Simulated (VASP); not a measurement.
# Al (a cell with a defect) in VASP: notebook

Runs on Al (a cell with a defect). Level: PBE. Tasks: single point, relaxation of the atoms.

Program: VASP 6.6.1. These are calculated values, not measurements. Logs are shortened: lines on timing, memory, paths and dates and some standing lists are left out, and cuts for length are marked.

### 1 The cell of the first run

The cell holds a defect, 15 atoms: a = 7.000 Å, b = 7.000 Å, c = 7.000 Å, α = 109.47°, β = 109.47°, γ = 109.47°.

### 2 Single point, PBE (atoms taken out, then relaxed in part)

Contents of INCAR:

```
PREC = Accurate ; ENCUT = 520
EDIFF = 1E-6 ; ISMEAR = 0
SIGMA = 0.1 ; LREAL = Auto
LASPH = True ; NELM = 60
ALGO = Normal ; ISIF = 2
LWAVE = False ; LCHARG = False
GGA = PE ; NBANDS = 36
```

Contents of KPOINTS:

```
regular mesh
0
Gamma
  1 1 1
```

Contents of POSCAR:

```
Al
1.0
   -4.0416209214     -4.0416209214      4.0416209214
    4.0416209214      4.0416209214      4.0416209214
   -4.0416209214      4.0416209214     -4.0416209214
Al
15
Direct
    0.2542514202      0.0000000000      0.7457485798
    0.0000000000      0.2542514202      0.7457485798
    0.5000000000      0.0000000000      0.5000000000
    0.2542514202      0.2542514202      0.5085028404
    0.0000000000      0.5000000000      0.5000000000
    0.7457485798      0.0000000000      0.2542514202
    0.5085028404      0.2542514202      0.2542514202
    0.2542514202      0.5085028404      0.2542514202
    0.0000000000      0.7457485798      0.2542514202
    0.7457485798      0.2542514202      0.0000000000
    0.5000000000      0.5000000000      0.0000000000
    0.2542514202      0.7457485798      0.0000000000
    0.7457485798      0.4914971596      0.7457485798
    0.4914971596      0.7457485798      0.7457485798
    0.7457485798      0.7457485798      0.4914971596
```

Potentials or basis: VASP PAW PBE potentials, release 64 (Al).

Started as:

```bash
$ cat potpaw_PBE.64/Al/POTCAR > POTCAR
$ mpirun -np 1 vasp_gam > vasp.out
```

OUTCAR:

```text
PREC = Accurate
   ENCUT = 520
   EDIFF = 1E-6
   ISMEAR = 0
   LREAL = Auto
   LASPH = True
   NELM = 60
   ISIF = 2
   GGA = PE

 ion  position               nearest neighbor table
   1  0.254  0.000  0.746-   3 2.81  10 2.81   9 2.81   4 2.81  14 2.81  11 2.86   5 2.86  12 2.91
                             2 2.91   7 2.91  15 2.91
   2  0.000  0.254  0.746-   5 2.81  12 2.81   6 2.81   4 2.81  13 2.81  11 2.86   3 2.86   8 2.91
                            10 2.91  15 2.91   1 2.91
   3  0.500  0.000  0.500-   1 2.81   6 2.81   8 2.81  13 2.81   4 2.86  10 2.86   7 2.86  14 2.86
                            15 2.86  12 2.86   2 2.86   9 2.86
   4  0.254  0.254  0.509-  11 2.81   2 2.81   1 2.81  13 2.81  14 2.81   5 2.86   3 2.86   8 2.91
                             7 2.91   9 2.91   6 2.91
   5  0.000  0.500  0.500-   2 2.81   9 2.81   7 2.81  14 2.81   4 2.86  12 2.86  13 2.86   8 2.86
                            15 2.86  10 2.86   1 2.86   6 2.86
   6  0.746  0.000  0.254-   3 2.81  12 2.81   7 2.81   2 2.81  15 2.81  11 2.86   5 2.86   4 2.91
                             9 2.91  14 2.91  10 2.91
   7  0.509  0.254  0.254-   5 2.81   6 2.81  10 2.81  13 2.81  15 2.81   3 2.86  11 2.86   4 2.91
                             8 2.91   1 2.91  12 2.91
   8  0.254  0.509  0.254-   3 2.81   9 2.81  12 2.81  14 2.81  15 2.81  11 2.86   5 2.86   7 2.91
                             4 2.91   2 2.91  10 2.91
   9  0.000  0.746  0.254-   5 2.81  10 2.81   8 2.81   1 2.81  15 2.81  11 2.86   3 2.86  12 2.91
                             4 2.91  13 2.91   6 2.91
  10  0.746  0.254  0.000-  11 2.81   9 2.81   1 2.81   7 2.81  13 2.81   5 2.86   3 2.86   6 2.91
                             2 2.91   8 2.91  14 2.91
  11  0.500  0.500  0.000-   4 2.81  10 2.81  12 2.81  15 2.81   9 2.86   6 2.86   7 2.86  13 2.86
                            14 2.86   8 2.86   1 2.86   2 2.86
  12  0.254  0.746  0.000-  11 2.81   6 2.81   2 2.81   8 2.81  14 2.81   3 2.86   5 2.86   7 2.91
                             1 2.91   9 2.91  13 2.91
  13  0.746  0.491  0.746-   3 2.81   2 2.81   4 2.81   7 2.81  10 2.81   5 2.86  11 2.86   9 2.91
                            12 2.91  14 2.91  15 2.91
  14  0.491  0.746  0.746-   5 2.81   4 2.81   1 2.81   8 2.81  12 2.81  11 2.86   3 2.86   6 2.91
                            10 2.91  13 2.91  15 2.91
  15  0.746  0.746  0.491-  11 2.81   7 2.81   8 2.81   9 2.81   6 2.81   5 2.86   3 2.86   2 2.91
                             1 2.91  13 2.91  14 2.91

  LATTYP: Found a body centered cubic cell.
 ALAT       =     8.0832418428

  Lattice vectors:

 A1 = (  -4.0416209214,  -4.0416209214,   4.0416209214)
 A2 = (   4.0416209214,   4.0416209214,   4.0416209214)
 A3 = (  -4.0416209214,   4.0416209214,  -4.0416209214)

Analysis of symmetry for initial positions (statically):
=====================================================================
 Subroutine PRICEL returns:
 Original cell was already a primitive cell.

 Routine SETGRP: Setting up the symmetry group for a
 body centered cubic supercell.

 Subroutine GETGRP returns: Found 48 space group operations
 (whereof 48 operations were pure point group operations)
 out of a pool of 48 trial point group operations.

The static configuration has the point symmetry O_h .

Analysis of symmetry for dynamics (positions and initial velocities):
=====================================================================
 Subroutine PRICEL returns:
 Original cell was already a primitive cell.

 Routine SETGRP: Setting up the symmetry group for a
 body centered cubic supercell.

 Subroutine GETGRP returns: Found 48 space group operations
 (whereof 48 operations were pure point group operations)
 out of a pool of 48 trial point group operations.

The dynamic configuration has the point symmetry O_h .

 Subroutine INISYM returns: Found 48 space group operations
 (whereof 48 operations are pure point group operations),
 and found     1 'primitive' translations

----------------------------------------------------------------------------------------

                                     Primitive cell

  volume of cell :     264.0747

  direct lattice vectors                    reciprocal lattice vectors
    -4.041620921 -4.041620921  4.041620921    -0.123712740  0.000000000  0.123712740
     4.041620921  4.041620921  4.041620921     0.000000000  0.123712740  0.123712740
    -4.041620921  4.041620921 -4.041620921    -0.123712740  0.123712740  0.000000000

  length of vectors
     7.000292781  7.000292781  7.000292781     0.174956235  0.174956235  0.174956235

[... 49 lines left out ...]

  Length of vectors
     0.174956235  0.174956235  0.174956235

  Shift w.r.t. Gamma in fractional coordinates (k-lattice)
     0.000000000  0.000000000  0.000000000

 Subroutine IBZKPT returns following result:
 ===========================================

 Found      1 irreducible k-points:

 Following reciprocal coordinates:
            Coordinates               Weight
  0.000000  0.000000  0.000000      1.000000
   k-points           NKPTS =      1   k-points in BZ     NKDIM =      1   number of bands    NBANDS=     36
   number of dos      NEDOS =    301   number of ions     NIONS =     15
   total plane-waves  NPLWV = 157464
   dimension x,y,z NGX =    54 NGY =   54 NGZ =   54
   dimension x,y,z NGXF=   108 NGYF=  108 NGZF=  108
   ions per type =              15
   NGX,Y,Z   is equivalent  to a cutoff of  12.82, 12.82, 12.82 a.u.
   NGXF,Y,Z  is equivalent  to a cutoff of  25.65, 25.65, 25.65 a.u.
 SYSTEM =  unknown system
   PREC   = accura    normal or accurate (medium, high low for compatibility)
   ISTART =      0    job   : 0-new  1-cont  2-samecut
   ICHARG =      2    charge: 1-file 2-atom 10-const
   ISPIN  =      1    spin polarized calculation?
   LNONCOLLINEAR =      F non collinear calculations
   LSORBIT =      F    spin-orbit coupling
   LASPH  =      T    aspherical Exc in radial PAW
   ENCUT  =  520.0 eV  38.22 Ry    6.18 a.u.  13.02 13.02 13.02*2*pi/ulx,y,z
   NELM   =     60;   NELMIN=  2; NELMDL= -5     # of ELM steps
   EDIFF  = 0.1E-05   stopping-criterion for ELM
   LREAL  =      T    real-space projection
   EDIFFG = 0.1E-04   stopping-criterion for IOM
   NSW    =      0    number of steps for IOM
   IBRION =     -1    ionic relax: 0-MD 1-quasi-New 2-CG
   NFREE  =      0    steps in history (QN), initial steepest desc. (CG)
   ISIF   =      2    stress and relaxation
   ISYM   =      2    0-nonsym 1-usesym 2-fastsym
   POTIM  = 0.5000    time-step for ionic-motion
   TEBEG  =    0.0;   TEEND  =   0.0 temperature during run
   PSTRESS=    0.0 pullay stress
   NELECT =      45.0000    total number of electrons
   NUPDOWN=      -1.0000    fix difference up-down
   EMIN   =  10.00;   EMAX   =-10.00  energy-range for DOS
   EFERMI =   0.00;   METHOD = LEGACY
   ISMEAR =     0;   SIGMA  =   0.10  broadening in eV -4-tet -1-fermi 0-gaus
   EFERMI_NEDOS =   21; number of points for ismear=-14 and -15
   IALGO  =     38    algorithm
   IMIX   =      4    mixing-type and parameters
     AMIX     =   0.40;   BMIX     =  1.00
     AMIX_MAG =   1.60;   BMIX_MAG =  1.00
  volume/ion in A,a.u.               =      17.60       118.80
  Fermi-wavevector in a.u.,A,eV,Ry     =   0.907619  1.715151 11.208094  0.823772
  Thomas-Fermi vector in A             =   2.031448
   LORBIT       =      0    0 simple, 1 ext, 2 COOP (PROOUT), +10 PAW based schemes
   GGA     = PE    functional components
   LHFCALC =     F    Hartree Fock is set to
   AEXX    =    0.0000 exact exchange contribution
   IVDW    =     0    specifies the selected vdW correction
   LEPSILON=     F    determine dielectric tensor
   LRPA    =     F    only Hartree local field effects (RPA)
 non-spin polarized calculation
 Gauss-broadening in eV      SIGMA  =   0.10
  energy-cutoff  :      520.00
  volume of cell :      264.07
 maximum number of plane-waves:      3506
 NGX is ok and might be reduce to    50
   NGX = 25   NGY = 25   NGZ = 25

 number of electron      45.0000000 magnetization

 Free energy of the ion-electron system (eV)
  ---------------------------------------------------
  ext. energy  EPLUGINS =         0.00000000
  ---------------------------------------------------
  free energy    TOTEN  =       -46.64494602 eV

  energy without entropy =      -46.39960129  energy(sigma->0) =      -46.52227365

 E-fermi :   8.5860     XC(G=0):  -9.8931

 val. band max:        8.5525599039   @ k =   0.0000   0.0000   0.0000
 cond. band min:       9.0288892318   @ k =   0.0000   0.0000   0.0000
 fundamental gap:      0.4763293279
 Fermi energy:         8.5859762120

 k-point     1 :       0.0000    0.0000    0.0000
  band No.  band energies     occupation
      1      -3.6115      2.00000
      2       0.4454      2.00000
      3       0.4454      2.00000
      4       0.4454      2.00000
      5       0.4556      2.00000
      6       0.4556      2.00000
[... 26 lines left out ...]
     33       9.9453      0.00000
     34       9.9453      0.00000
 [bands above 34 left out]

------------------------ aborting loop because EDIFF is reached ----------------------------------------

  FORCE on cell =-STRESS in cart. coord.  units (eV):
  Direction    XX          YY          ZZ          XY          YZ          ZX
  --------------------------------------------------------------------------------------
  -------------------------------------------------------------------------------------
  Total        0.9675445      0.9675445      0.9675445      0.0000000      0.0000000      0.0000000
  in kB        5.8702259      5.8702259      5.8702259      0.0000000      0.0000000      0.0000000
  external PRESSURE =       5.8702259 kB  Pullay stress =       0.0000000 kB

 VOLUME and BASIS-vectors are now :
 -----------------------------------------------------------------------------
  energy-cutoff  :      520.00
  volume of cell :      264.07
      direct lattice vectors                 reciprocal lattice vectors
    -4.041620921 -4.041620921  4.041620921    -0.123712740  0.000000000  0.123712740
     4.041620921  4.041620921  4.041620921     0.000000000  0.123712740  0.123712740
    -4.041620921  4.041620921 -4.041620921    -0.123712740  0.123712740  0.000000000

 POSITION                                       TOTAL-FORCE (eV/Angst)
 -----------------------------------------------------------------------------------
     -4.04162      1.98645     -1.98645         0.000000      0.001870     -0.001870
     -1.98645      4.04162     -1.98645        -0.001870      0.000000     -0.001870
     -4.04162      0.00000      0.00000         0.000000      0.000000      0.000000
     -2.05518      2.05518      0.00000         0.001870     -0.001870     -0.000000
      0.00000      4.04162      0.00000        -0.000000      0.000000     -0.000000
     -4.04162     -1.98645      1.98645         0.000000     -0.001870      0.001870
     -2.05518      0.00000      2.05518         0.001870      0.000000     -0.001870
      0.00000      2.05518      2.05518         0.000000     -0.001870     -0.001870
      1.98645      4.04162      1.98645         0.001870      0.000000      0.001870
     -1.98645     -1.98645      4.04162        -0.001870     -0.001870     -0.000000
      0.00000      0.00000      4.04162         0.000000      0.000000      0.000000
      1.98645      1.98645      4.04162         0.001870      0.001870     -0.000000
     -4.04162      1.98645      1.98645        -0.000000      0.001870      0.001870
     -1.98645      4.04162      1.98645        -0.001870      0.000000      0.001870
     -1.98645      1.98645      4.04162        -0.001870      0.001870      0.000000
 -----------------------------------------------------------------------------------
    total drift:                                0.000000     -0.000000      0.000000

  FREE ENERGIE OF THE ION-ELECTRON SYSTEM (eV)
  ---------------------------------------------------
  free  energy   TOTEN  =       -46.6449460212 eV

  energy  without entropy=      -46.3996012853  energy(sigma->0) =      -46.52227365
```

Run time: 34 s. Hardware: 1 thread of Intel Xeon 8259CL, shared host; peak memory 0.33 GiB.

Results:

```
Free energy            : -46.6449 eV
Pressure               : 0.6 GPa
Band gap on the k mesh : zero (an odd number of electrons rules out a gap without spin polarisation)
```

Forces in eV/Å, atoms in the order of the input:
```
Al   0.000  0.002 -0.002
Al  -0.002  0.000 -0.002
Al   0.000  0.000  0.000
Al   0.002 -0.002  0.000
Al   0.000  0.000  0.000
Al   0.000 -0.002  0.002
Al   0.002  0.000 -0.002
Al   0.000 -0.002 -0.002
Al   0.002  0.000  0.002
Al  -0.002 -0.002  0.000
Al   0.000  0.000  0.000
Al   0.002  0.002  0.000
Al   0.000  0.002  0.002
Al  -0.002  0.000  0.002
Al  -0.002  0.002  0.000
```

Levels at points of the mesh, in eV from the Fermi level:
```tsv
k point	band 20	band 21	band 22	band 23	band 24	band 25	band 26	band 27	band 28	band 29
(0.00, 0.00, 0.00)	-0.04	-0.04	-0.03	-0.03	-0.03	0.44	0.44	0.44	0.49	0.54
```

Caveat: the k points lie up to 1.10 Å⁻¹ apart, too coarse for converged energies and pressures of a metal; the cell differs from its parent crystal (atoms taken out, then relaxed in part).

### 3 Relaxation of the atoms, PBE (atoms taken out)

Contents of INCAR:

```
SYSTEM = Al
PREC = Accurate
ENCUT = 520
EDIFF = 1E-6
ISMEAR = 0
SIGMA = 0.1
LREAL = Auto
LASPH = .True.
NELM = 80
ALGO = Normal
ISIF = 2
LWAVE = .False.
LCHARG = .False.
GGA = PE
IBRION = 2
NSW = 65
EDIFFG = -0.025
```

Contents of KPOINTS:

```
Automatic mesh
0
Gamma
  1 1 1
  0 0 0
```

Contents of POSCAR:

```
Al
1.0
   -4.0416209214     -4.0416209214      4.0416209214
    4.0416209214      4.0416209214      4.0416209214
   -4.0416209214      4.0416209214     -4.0416209214
Al
15
Direct
    0.2500000000      0.0000000000      0.7500000000
    0.0000000000      0.2500000000      0.7500000000
    0.5000000000      0.0000000000      0.5000000000
    0.2500000000      0.2500000000      0.5000000000
    0.0000000000      0.5000000000      0.5000000000
    0.7500000000      0.0000000000      0.2500000000
    0.5000000000      0.2500000000      0.2500000000
    0.2500000000      0.5000000000      0.2500000000
    0.0000000000      0.7500000000      0.2500000000
    0.7500000000      0.2500000000      0.0000000000
    0.5000000000      0.5000000000      0.0000000000
    0.2500000000      0.7500000000      0.0000000000
    0.7500000000      0.5000000000      0.7500000000
    0.5000000000      0.7500000000      0.7500000000
    0.7500000000      0.7500000000      0.5000000000
```

Potentials or basis: VASP PAW PBE potentials, release 64 (Al).

Started as:

```bash
$ cat potpaw_PBE.64/Al/POTCAR > POTCAR
$ mpirun -np 1 vasp_gam > vasp.out
```

Run time: 1.9 min. Hardware: 1 thread of Intel Xeon 8259CL, shared host; peak memory 0.38 GiB.

Results (log left out):

```yaml
Free_energy: -46.6449 eV
Energy_gained_by_relaxing: 5.6 meV/atom
Ionic_steps: 5
Pressure_after_relaxing: 0.6 GPa
Largest_force_after_relaxing: 0.004 eV/Å
Band_gap_on_the_k_mesh: zero (an odd number of electrons rules out a gap without spin polarisation)
```

Forces on the atoms (eV/Å):
```
Al   0.000 -0.003  0.003
Al   0.003  0.000  0.003
Al   0.000  0.000  0.000
Al  -0.003  0.003  0.000
Al   0.000  0.000  0.000
Al   0.000  0.003 -0.003
Al  -0.003  0.000  0.003
Al   0.000  0.003  0.003
Al  -0.003  0.000 -0.003
Al   0.003  0.003  0.000
Al   0.000  0.000  0.000
Al  -0.003 -0.003  0.000
Al   0.000 -0.003 -0.003
Al   0.003  0.000 -0.003
Al   0.003 -0.003  0.000
```

The path:
```csv
step,energy change (eV),largest force (eV/Å),pressure (GPa)
1,0.0000,0.1449,0.18
2,-0.0155,0.2140,0.20
3,-0.0661,0.1429,0.36
4,-0.0629,0.1599,0.89
5,-0.0838,0.0039,0.58
```

Final structure:
```xyz
15
Lattice="-4.0416 -4.0416 4.0416 4.0416 4.0416 4.0416 -4.0416 4.0416 -4.0416" Properties=species:S:1:pos:R:3 pbc="T T T"
Al   -4.0416    1.9870   -1.9870
Al   -1.9870    4.0416   -1.9870
Al   -4.0416    0.0000    0.0000
Al   -2.0546    2.0546    0.0000
Al    0.0000    4.0416    0.0000
Al   -4.0416   -1.9870    1.9870
Al   -2.0546    0.0000    2.0546
Al    0.0000    2.0546    2.0546
Al    1.9870    4.0416    1.9870
Al   -1.9870   -1.9870    4.0416
Al    0.0000    0.0000    4.0416
Al    1.9870    1.9870    4.0416
Al   -4.0416    1.9870    1.9870
Al   -1.9870    4.0416    1.9870
Al   -1.9870    1.9870    4.0416
```

Levels at points of the mesh, in eV from the Fermi level:
| k point | band 21 | band 22 | band 23 | band 24 | band 25 | band 26 | band 27 | band 28 |
| --- | --- | --- | --- | --- | --- | --- | --- | --- |
| (0.00, 0.00, 0.00) | -0.04 | -0.03 | -0.03 | -0.03 | 0.44 | 0.44 | 0.44 | 0.48 |

Caveat: the k points lie up to 1.10 Å⁻¹ apart, too coarse for converged energies and pressures of a metal; the cell differs from its parent crystal (atoms taken out).

The gap in the log of VASP goes by the Fermi energy; the results here count the filled bands.